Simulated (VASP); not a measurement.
A run of VASP 6.6.1 is set up as follows.

POSCAR

```
GeMo
1.0
    0.0000000000      2.1568366711      2.1568366711
    2.1568366711      0.0000000000      2.1568366711
    2.1568366711      2.1568366711      0.0000000000
Mo Ge
1 1
Direct
    0.0000000000      0.0000000000      0.0000000000
    0.5000000000      0.5000000000      0.5000000000
```

Contents of INCAR.step1:

```
ALGO = Normal
EDIFF = 1E-4
ENCUT = 520
GGA = PE
ISMEAR = -1
LASPH = T
LCHARG = F
LREAL = F
LWAVE = T
NBANDS = 21
NELM = 80
PREC = Accurate
SIGMA = 0.08
```

INCAR.step2

```
ALGO = Normal
EDIFF = 1E-6
ENCUT = 520
ISIF = 2
ISMEAR = -1
ISTART = 1
LASPH = T
LCHARG = F
LMIXTAU = T
LREAL = F
LWAVE = F
METAGGA = R2SCAN
NBANDS = 21
NELM = 80
PREC = Accurate
SIGMA = 0.08
```

File KPOINTS:

```
k-points
0
Gamma
  14 14 14
```

Potentials or basis: VASP PAW PBE potentials, release 64 (Mo_sv, Ge_d).

Run with:

```console
$ cat potpaw_PBE.64/Mo_sv/POTCAR potpaw_PBE.64/Ge_d/POTCAR > POTCAR
$ cp INCAR.step1 INCAR
$ mpirun -np 1 vasp_std > vasp.out
$ cp INCAR.step2 INCAR
$ mpirun -np 1 vasp_std > vasp.out
```

Task: What does it give for the band gap on the k mesh?

Result: Zero (bands 14 and 15 overlap by 4.19 eV).

Task: Estimate the pressure.

Result: 259.7 GPa.

Caveat: the cell stands under pressure; the PAW data sets were made with another functional, which shifts forces and pressure a little.
